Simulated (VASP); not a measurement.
# N (Fm-3m) in VASP: a series of runs

The runs below take N through single point, relaxation of cell and atoms, with PBEsol.

Program: VASP 6.6.1. These are calculated values, not measurements. Logs are shortened: lines on timing, memory, paths and dates and some standing lists are left out, and cuts for length are marked.

## Step 1: The cell of the first run

The structure is cubic, space group Fm-3m (No. 225). Conventional cell: a = 3.069 Å, b = 3.069 Å, c = 3.069 Å, α = 90.00°, β = 90.00°, γ = 90.00°. N (site symmetry m-3m) has 12 N at 2.17 Å within 2.9 Å.

## Step 2: Single point, PBEsol

The input, INCAR:

```
SYSTEM = N
  PREC = Accurate
  ENCUT = 520
  EDIFF = 1E-7
  ISMEAR = 0
  SIGMA = 0.1
  LREAL = .False.
  LASPH = .True.
  NELM = 100
  ALGO = Normal
  ISIF = 2
  LWAVE = .False.
  LCHARG = .False.
  GGA = PS
  NBANDS = 8
```

The input, KPOINTS:

```
regular mesh
0
Gamma
  30 30 30
  0 0 0
```

The input, POSCAR:

```
N
1.0
    0.0000000000      1.5345465043      1.5345465043
    1.5345465043      0.0000000000      1.5345465043
    1.5345465043      1.5345465043      0.0000000000
N
1
Direct
    0.0000000000      0.0000000000      0.0000000000
```

Potentials or basis: VASP PAW PBE potentials, release 64 (N).

Run with:

```console
$ cat potpaw_PBE.64/N/POTCAR > POTCAR
$ mpirun -np 1 vasp_std > vasp.out
```

OUTCAR:

```text
SYSTEM = N
   PREC = Accurate
   ENCUT = 520
   EDIFF = 1E-7
   ISMEAR = 0
   LREAL = .False.
   LASPH = .True.
   NELM = 100
   ISIF = 2
   GGA = PS

 ion  position               nearest neighbor table
   1  0.000  0.000  0.000-

  LATTYP: Found a face centered cubic cell.
 ALAT       =     3.0690930086

  Lattice vectors:

 A1 = (   0.0000000000,   1.5345465043,   1.5345465043)
 A2 = (   1.5345465043,   0.0000000000,   1.5345465043)
 A3 = (   1.5345465043,   1.5345465043,   0.0000000000)

Analysis of symmetry for initial positions (statically):
=====================================================================
 Subroutine PRICEL returns:
 Original cell was already a primitive cell.

 Routine SETGRP: Setting up the symmetry group for a
 face centered cubic supercell.

 Subroutine GETGRP returns: Found 48 space group operations
 (whereof 48 operations were pure point group operations)
 out of a pool of 48 trial point group operations.

The static configuration has the point symmetry O_h .

Analysis of symmetry for dynamics (positions and initial velocities):
=====================================================================
 Subroutine PRICEL returns:
 Original cell was already a primitive cell.

 Routine SETGRP: Setting up the symmetry group for a
 face centered cubic supercell.

 Subroutine GETGRP returns: Found 48 space group operations
 (whereof 48 operations were pure point group operations)
 out of a pool of 48 trial point group operations.

The dynamic configuration has the point symmetry O_h .

 Subroutine INISYM returns: Found 48 space group operations
 (whereof 48 operations are pure point group operations),
 and found     1 'primitive' translations

----------------------------------------------------------------------------------------

                                     Primitive cell

  volume of cell :       7.2272

  direct lattice vectors                    reciprocal lattice vectors
     0.000000000  1.534546504  1.534546504    -0.325829161  0.325829161  0.325829161
     1.534546504  0.000000000  1.534546504     0.325829161 -0.325829161  0.325829161
     1.534546504  1.534546504  0.000000000     0.325829161  0.325829161 -0.325829161

  length of vectors
     2.170176478  2.170176478  2.170176478     0.564352661  0.564352661  0.564352661

  position of ions in fractional coordinates (direct lattice)
     0.000000000  0.000000000  0.000000000

  ion indices of the primitive-cell ions
   primitive index   ion index
                 1           1

----------------------------------------------------------------------------------------

 KPOINTS: regular mesh

Automatic generation of k-mesh.
 Grid dimensions read from file:
 generate k-points for:   30   30   30

 Generating k-lattice:

  Cartesian coordinates                     Fractional coordinates (reciprocal lattice)
    -0.010860972  0.010860972  0.010860972     0.033333333  0.000000000  0.000000000
     0.010860972 -0.010860972  0.010860972     0.000000000  0.033333333  0.000000000
     0.010860972  0.010860972 -0.010860972     0.000000000  0.000000000  0.033333333

  Length of vectors
     0.018811755  0.018811755  0.018811755

  Shift w.r.t. Gamma in fractional coordinates (k-lattice)
     0.000000000  0.000000000  0.000000000

 Subroutine IBZKPT returns following result:
 ===========================================

 Found    752 irreducible k-points:

 Following reciprocal coordinates:
            Coordinates               Weight
  0.000000  0.000000  0.000000      1.000000
  0.033333  0.000000  0.000000      8.000000
  0.066667  0.000000  0.000000      8.000000
  0.100000  0.000000  0.000000      8.000000
  0.133333  0.000000  0.000000      8.000000
  0.166667  0.000000  0.000000      8.000000
[... 16 lines left out ...]
  0.233333  0.033333  0.000000     24.000000
  0.266667  0.033333  0.000000     24.000000
 [... further k-points ...]
   k-points           NKPTS =    752   k-points in BZ     NKDIM =    752   number of bands    NBANDS=      8
   number of dos      NEDOS =    301   number of ions     NIONS =      1
   total plane-waves  NPLWV =   4096
   dimension x,y,z NGX =    16 NGY =   16 NGZ =   16
   dimension x,y,z NGXF=    32 NGYF=   32 NGZF=   32
   ions per type =               1
   NGX,Y,Z   is equivalent  to a cutoff of  12.26, 12.26, 12.26 a.u.
   NGXF,Y,Z  is equivalent  to a cutoff of  24.51, 24.51, 24.51 a.u.
 SYSTEM =  N
   PREC   = accura    normal or accurate (medium, high low for compatibility)
   ISTART =      0    job   : 0-new  1-cont  2-samecut
   ICHARG =      2    charge: 1-file 2-atom 10-const
   ISPIN  =      1    spin polarized calculation?
   LNONCOLLINEAR =      F non collinear calculations
   LSORBIT =      F    spin-orbit coupling
   LASPH  =      T    aspherical Exc in radial PAW
   ENCUT  =  520.0 eV  38.22 Ry    6.18 a.u.   4.04  4.04  4.04*2*pi/ulx,y,z
   NELM   =    100;   NELMIN=  2; NELMDL= -5     # of ELM steps
   EDIFF  = 0.1E-06   stopping-criterion for ELM
   LREAL  =      F    real-space projection
   EDIFFG = 0.1E-05   stopping-criterion for IOM
   NSW    =      0    number of steps for IOM
   IBRION =     -1    ionic relax: 0-MD 1-quasi-New 2-CG
   NFREE  =      0    steps in history (QN), initial steepest desc. (CG)
   ISIF   =      2    stress and relaxation
   ISYM   =      2    0-nonsym 1-usesym 2-fastsym
   POTIM  = 0.5000    time-step for ionic-motion
   TEBEG  =    0.0;   TEEND  =   0.0 temperature during run
   PSTRESS=    0.0 pullay stress
   NELECT =       5.0000    total number of electrons
   NUPDOWN=      -1.0000    fix difference up-down
   EMIN   =  10.00;   EMAX   =-10.00  energy-range for DOS
   EFERMI =   0.00;   METHOD = LEGACY
   ISMEAR =     0;   SIGMA  =   0.10  broadening in eV -4-tet -1-fermi 0-gaus
   EFERMI_NEDOS =   21; number of points for ismear=-14 and -15
   IALGO  =     38    algorithm
   IMIX   =      4    mixing-type and parameters
     AMIX     =   0.40;   BMIX     =  1.00
     AMIX_MAG =   1.60;   BMIX_MAG =  1.00
  volume/ion in A,a.u.               =       7.23        48.77
  Fermi-wavevector in a.u.,A,eV,Ry     =   1.447910  2.736152 28.523828  2.096442
  Thomas-Fermi vector in A             =   2.565811
   LORBIT       =      0    0 simple, 1 ext, 2 COOP (PROOUT), +10 PAW based schemes
   GGA     = PS    functional components
   LHFCALC =     F    Hartree Fock is set to
   AEXX    =    0.0000 exact exchange contribution
   IVDW    =     0    specifies the selected vdW correction
   LEPSILON=     F    determine dielectric tensor
   LRPA    =     F    only Hartree local field effects (RPA)
 non-spin polarized calculation
 Gauss-broadening in eV      SIGMA  =   0.10
  energy-cutoff  :      520.00
  volume of cell :        7.23
 maximum number of plane-waves:       204
   NGX =  9   NGY =  9   NGZ =  9

 number of electron       4.9999999 magnetization

 Free energy of the ion-electron system (eV)
  ---------------------------------------------------
  ext. energy  EPLUGINS =         0.00000000
  ---------------------------------------------------
  free energy    TOTEN  =        -4.31654593 eV

  energy without entropy =       -4.31324163  energy(sigma->0) =       -4.31489378

 E-fermi :   5.9623     XC(G=0): -13.0625

 val. band max:        5.9569351024   @ k =   0.4333   0.3000   0.1000
 cond. band min:       5.9678163673   @ k =  -0.4667   0.5000   0.0333
 fundamental gap:      0.0108812649
 Fermi energy:         5.9622732572

 k-point     1 :       0.0000    0.0000    0.0000
  band No.  band energies     occupation
      1     -14.7133      2.00000
      2      10.2598      0.00000
      3      10.2598      0.00000
      4      10.2598      0.00000
      5      30.3617      0.00000
      6      38.2467      0.00000
      7      38.2467      0.00000
      8      38.2467      0.00000

 k-point     2 :       0.0333    0.0000    0.0000
  band No.  band energies     occupation
      1     -14.6710      2.00000
      2      10.1461      0.00000
      3      10.2440      0.00000
      4      10.2440      0.00000
      5      30.3964      0.00000
      6      37.6886      0.00000
      7      38.3020      0.00000
      8      38.3020      0.00000

 k-point     3 :       0.0667    0.0000    0.0000
  band No.  band energies     occupation
      1     -14.5442      2.00000
      2       9.8097      0.00000
      3      10.1978      0.00000
      4      10.1978      0.00000
      5      30.4953      0.00000
      6      36.5475      0.00000
      7      38.4568      0.00000
      8      38.4568      0.00000

 k-point     4 :       0.1000    0.0000    0.0000
  band No.  band energies     occupation
      1     -14.3334      2.00000
      2       9.2634      0.00000
      3      10.1239      0.00000
      4      10.1239      0.00000
      5      30.6417      0.00000
      6      35.3426      0.00000
      7      38.6741      0.00000
      8      38.6741      0.00000

 k-point     5 :       0.1333    0.0000    0.0000
  band No.  band energies     occupation
      1     -14.0396      2.00000
      2       8.5280      0.00000
      3      10.0269      0.00000
      4      10.0269      0.00000
      5      30.8026      0.00000
      6      34.2590      0.00000
      7      38.8835      0.00000
      8      38.8835      0.00000

 k-point     6 :       0.1667    0.0000    0.0000
  band No.  band energies     occupation
      1     -13.6643      2.00000
      2       7.6295      0.00000
      3       9.9124      0.00000
      4       9.9124      0.00000
      5      30.9122      0.00000
      6      33.3943      0.00000
      7      38.9801      0.00000
      8      38.9801      0.00000

 k-point     7 :       0.2000    0.0000    0.0000
  band No.  band energies     occupation
      1     -13.2091      2.00000
      2       6.5983      0.00000
      3       9.7864      0.00000
      4       9.7864      0.00000
      5      30.8545      0.00000
      6      32.8567      0.00000
      7      38.8667      0.00000
      8      38.8667      0.00000

 k-point     8 :       0.2333    0.0000    0.0000
  band No.  band energies     occupation
      1     -12.6760      2.00000
      2       5.4664      2.00000
      3       9.6556      0.00000
      4       9.6556      0.00000
      5      30.5601      0.00000
      6      32.6920      0.00000
      7      38.5309      0.00000
      8      38.5309      0.00000

 k-point     9 :       0.2667    0.0000    0.0000
  band No.  band energies     occupation
      1     -12.0691      2.00000
      2       4.2652      2.00000
      3       9.5257      0.00000
      4       9.5257      0.00000
      5      30.1452      0.00000
      6      32.7539      0.00000
      7      38.0501      0.00000
      8      38.0501      0.00000

 k-point    10 :       0.3000    0.0000    0.0000
  band No.  band energies     occupation
      1     -11.3939      2.00000
      2       3.0255      2.00000
      3       9.4024      0.00000
      4       9.4024      0.00000
      5      29.7370      0.00000
      6      32.8863      0.00000
      7      37.5187      0.00000
      8      37.5187      0.00000
[... 78 lines left out ...]
 k-point    18 :       0.0667    0.0333    0.0000
  band No.  band energies     occupation
      1     -14.5582      2.00000
      2       9.9246      0.00000
      3      10.1324      0.00000
      4      10.1959      0.00000
      5      30.4817      0.00000
      6      36.6089      0.00000
      7      38.4525      0.00000
      8      38.4648      0.00000

 k-point    19 :       0.1000    0.0333    0.0000
  band No.  band energies     occupation
      1     -14.3755      2.00000
      2       9.4496      0.00000
      3      10.0361      0.00000
      4      10.1625      0.00000
      5      30.6090      0.00000
      6      35.4976      0.00000
      7      38.6344      0.00000
      8      38.6671      0.00000

 k-point    20 :       0.1333    0.0333    0.0000
  band No.  band energies     occupation
      1     -14.1093      2.00000
      2       8.7803      0.00000
      3       9.9200      0.00000
      4      10.0981      0.00000
      5      30.7637      0.00000
      6      34.4271      0.00000
      7      38.8197      0.00000
      8      38.8798      0.00000

 k-point    21 :       0.1667    0.0333    0.0000
  band No.  band energies     occupation
      1     -13.7614      2.00000
      2       7.9395      0.00000
      3       9.7902      0.00000
      4      10.0068      0.00000
      5      30.8954      0.00000
      6      33.5207      0.00000
      7      38.8936      0.00000
      8      39.0175      0.00000

 k-point    22 :       0.2000    0.0333    0.0000
  band No.  band energies     occupation
      1     -13.3327      2.00000
      2       6.9561      0.00000
      3       9.6534      0.00000
      4       9.8947      0.00000
      5      30.9054      0.00000
      6      32.8868      0.00000
      7      38.7372      0.00000
      8      38.9914      0.00000

 k-point    23 :       0.2333    0.0333    0.0000
  band No.  band energies     occupation
      1     -12.8254      2.00000
      2       5.8609      1.84845
      3       9.5165      0.00000
      4       9.7678      0.00000
      5      30.6867      0.00000
      6      32.6154      0.00000
      7      38.3466      0.00000
      8      38.7608      0.00000

 k-point    24 :       0.2667    0.0333    0.0000
  band No.  band energies     occupation
      1     -12.2430      2.00000
      2       4.6851      2.00000
      3       9.3855      0.00000
      4       9.6329      0.00000
      5      30.3015      0.00000
      6      32.6140      0.00000
      7      37.8336      0.00000
      8      38.3622      0.00000

 [... further k-points ...]
[... 5 lines left out ...]
  --------------------------------------------------------------------------------------
  -------------------------------------------------------------------------------------
  Total       -0.0062307     -0.0062307     -0.0062307      0.0000000     -0.0000000      0.0000000
  in kB       -1.3812698     -1.3812698     -1.3812698      0.0000000     -0.0000000      0.0000000
  external PRESSURE =      -1.3812698 kB  Pullay stress =       0.0000000 kB

 VOLUME and BASIS-vectors are now :
 -----------------------------------------------------------------------------
  energy-cutoff  :      520.00
  volume of cell :        7.23
      direct lattice vectors                 reciprocal lattice vectors
     0.000000000  1.534546504  1.534546504    -0.325829161  0.325829161  0.325829161
     1.534546504  0.000000000  1.534546504     0.325829161 -0.325829161  0.325829161
     1.534546504  1.534546504  0.000000000     0.325829161  0.325829161 -0.325829161

 POSITION                                       TOTAL-FORCE (eV/Angst)
 -----------------------------------------------------------------------------------
      0.00000      0.00000      0.00000         0.000000      0.000000      0.000000
 -----------------------------------------------------------------------------------
    total drift:                                0.000000      0.000000     -0.000000

  FREE ENERGIE OF THE ION-ELECTRON SYSTEM (eV)
  ---------------------------------------------------
  free  energy   TOTEN  =        -4.3165459331 eV

  energy  without entropy=       -4.3132416345  energy(sigma->0) =       -4.31489378
```

Wall time 9.9 s (1 thread of Intel Xeon Platinum 8559C (Emerald Rapids), shared host); peak memory 0.13 GiB.

What came out:

```yaml
Free_energy: -4.3165 eV
Pressure: -0.1 GPa
```

Levels at points of the mesh, in eV from the Fermi level:
```
           k point  band 1  band 2  band 3  band 4  band 5
(0.00, 0.00, 0.00)  -20.68    4.30    4.30    4.30   24.40
(0.50, 0.00, 0.00)  -13.42   -8.66    3.05    3.05   22.67
(0.50, 0.50, 0.00)  -10.69   -7.11    0.14    0.14   15.02
```

Caveat: the PAW data sets were made with another functional, which shifts forces and pressure a little.

## Step 3: Relaxation of cell and atoms, PBEsol

The input, INCAR:

```
SYSTEM = N
PREC = Accurate
ENCUT = 600
EDIFF = 1E-6
ISMEAR = 0
SIGMA = 0.1
LREAL = .FALSE.
LASPH = .TRUE.
NELM = 80
ALGO = Normal
ISIF = 3
LWAVE = .FALSE.
LCHARG = .FALSE.
GGA = PS
IBRION = 2
NSW = 100
EDIFFG = -0.01
```

The input, KPOINTS:

```
regular mesh
0
G
  30 30 30
  0 0 0
```

The input, POSCAR:

```
N
1.0
    0.0000000000      1.5337594968      1.5337594968
    1.5337594968      0.0000000000      1.5337594968
    1.5337594968      1.5337594968      0.0000000000
N
1
Direct
    0.0000000000      0.0000000000      0.0000000000
```

Potentials or basis: VASP PAW PBE potentials, release 64 (N).

Run with:

```console
$ cat potpaw_PBE.64/N/POTCAR > POTCAR
$ mpirun -np 1 vasp_std > vasp.out
```

It took 14 s on 1 thread of Intel Xeon Platinum 8559C (Emerald Rapids), shared host; peak memory 0.14 GiB.

It converged, with:

| Quantity | Value |
| --- | --- |
| Free energy | -4.3181 eV |
| Pressure after relaxing | -0.1 GPa |

Final structure:
```yaml
crystal:
  lattice:
    - [0.00000, 1.53376, 1.53376]
    - [1.53376, 0.00000, 1.53376]
    - [1.53376, 1.53376, 0.00000]
  atoms:
    - { symbol: N, position: [0.00000, 0.00000, 0.00000] }
```

Levels at points of the mesh, in eV from the Fermi level:
| k point | band 1 | band 2 | band 3 | band 4 | band 5 | band 6 |
| --- | --- | --- | --- | --- | --- | --- |
| (0.00, 0.00, 0.00) | -20.70 | 4.31 | 4.31 | 4.31 | 24.44 | 32.30 |
| (0.50, 0.00, 0.00) | -13.43 | -8.68 | 3.05 | 3.05 | 22.69 | 27.30 |
| (0.50, 0.50, 0.00) | -10.69 | -7.12 | 0.14 | 0.14 | 15.03 | 18.61 |

Caveat: the relaxation stopped at its first step, so nothing moved; the PAW data sets were made with another functional, which shifts forces and pressure a little.
